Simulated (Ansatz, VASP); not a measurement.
# One calculation of ZnO, two programs

File INCAR:

```
SYSTEM = ZnO
PREC     = Accurate       ! precision mode
ENCUT    = 1000           ! plane-wave cutoff, eV
EDIFF    = 1E-8           ! SCF threshold, eV
ISMEAR   = -1             ! smearing method
SIGMA    = 0.02           ! smearing width, eV
LREAL    = .False.        ! projectors in reciprocal space
LASPH    = .True.         ! aspherical terms in the spheres
NELM     = 120            ! most SCF steps
ALGO     = Normal         ! electronic algorithm
ISIF     = 2              ! what is computed and relaxed
LWAVE    = .False.        ! write WAVECAR
LCHARG   = .False.        ! write CHGCAR
GGA      = PE             ! functional
LEFG     = .True.       
NBANDS   = 26             ! bands
GGA_COMPAT= .False.
```

Contents of KPOINTS:

```
Automatic mesh
0
Gamma
  11 11 6
  0 0 0
```

POSCAR

```
ZnO
1.0
    3.2601941478      0.0000000000      0.0000000000
   -1.6300970738      2.8234109532      0.0000000000
    0.0000000000      0.0000000000      5.2210884991
Zn O
2 2
Direct
    0.3333333333      0.6666666667      0.0000000000
    0.6666666667      0.3333333333      0.5000000000
    0.3333333333      0.6666666667      0.3821000000
    0.6666666667      0.3333333333      0.8821000000
```

Input for Ansatz:

```yaml
crystal:
  lattice:
    - [3.2601941478, 0.0, 0.0]
    - [-1.6300970738, 2.8234109532, 0.0]
    - [0.0, 0.0, 5.2210884991]
  atoms:
    - { symbol: Zn, position: [0.3333333333, 0.6666666667, 0.0] }
    - { symbol: Zn, position: [0.6666666667, 0.3333333333, 0.5] }
    - { symbol: O, position: [0.3333333333, 0.6666666667, 0.3821] }
    - { symbol: O, position: [0.6666666667, 0.3333333333, 0.8821] }
kpoints:
  mp_grid: { grid: [11, 11, 6] }
scf:
  occupations: { method: fermi_dirac, width: 0.02 }
hamiltonian:
  xc: pbe
  pseudopotentials: { kind: paw }
output:
  forces: true
  stress: true
  eigenvalues: true
  efg: { contact_densities: true }
  write_density: true
  write_potential: true
  elf: true
  volumetric_format: npy
```

Change from the starting cell: volume scaled by 1.01, PAW files.

Alike in both runs: task electric field gradients; functional PBE; k mesh 11 × 11 × 6; occupations fermi-dirac, width 0.02 eV; no spin polarisation.

|  | VASP | Ansatz |
| --- | --- | --- |
| version | VASP 6.6.1 | Ansatz 0.2.0 |
| potentials or method | VASP PAW PBE potentials, release 64 (Zn, O_h) | PAW with Ansatz's default frozen-core files, scalar-relativistic |
| plane-wave cutoff (eV) | 1000 | 420 |
| valence electrons in the cell | 36 | 36 |

|  | VASP | Ansatz | Ansatz less VASP |
| --- | --- | --- | --- |
| gap on the k mesh at the Fermi level (eV) | 0.78 | 0.79 | +0.014 |
| rms of the force components (eV/Å) | 0.019 | 0.018 | -0.0009 |
| size of Vzz on the site where it differs most (V/Å²) | 7.5 | 7.4 | -0.08 |

Atom by atom the forces differ by 0.001 eV/Å (rms over components).
